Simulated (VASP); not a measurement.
CsSi4Sb2, 7 atoms in the cell. It takes space group I4/mmm (No. 139, tetragonal). Conventional cell: a = 7.271 Å, b = 7.271 Å, c = 7.661 Å, α = 90.00°, β = 90.00°, γ = 90.00°. Within 5.4 Å of Cs (site symmetry 4/mmm) lie 8 Sb at 4.11 Å and 16 Si at 4.13 to 4.18 Å. Within 3.1 Å of Si (site symmetry m2m) lie 2 Si at 2.36 Å and 2 Sb at 2.74 Å. Sb (site symmetry -4m2) has 4 Si at 2.74 Å within 3.6 Å. The cell was generated, and may not be a known phase.

| Property | Result |
| --- | --- |
| Program | VASP 6.6.1 |
| Task | single point |
| Functional | PBE |
| Potentials or basis | VASP PAW PBE potentials, release 64 (Cs_sv, Si, Sb) |
| Cutoff | 520 eV |
| k mesh | 6 × 6 × 6 |
| Occupations | gaussian, width 0.1 eV |
| Spin | no spin polarisation |
| Dipole correction | no |
| Further INCAR settings | ALGO = Fast; EDIFF = 1e-06; NBANDS = 26 |

Potentials or basis: VASP PAW PBE potentials, release 64 (Cs_sv, Si, Sb).

Run with:

```bash
$ cat potpaw_PBE.64/Cs_sv/POTCAR potpaw_PBE.64/Si/POTCAR potpaw_PBE.64/Sb/POTCAR > POTCAR
$ mpirun -np 1 vasp_std > vasp.out
```

Hardware: 1 thread of Oxide Virtual Turin-like Processor, on a shared host.

Problem. Estimate the wall time of this run.

Solution. Run time: 5.7 min on 1 thread of Oxide Virtual Turin-like Processor, with other jobs on the host, peak memory 0.38 GiB. Counts: scf iterations 14, k points 30.
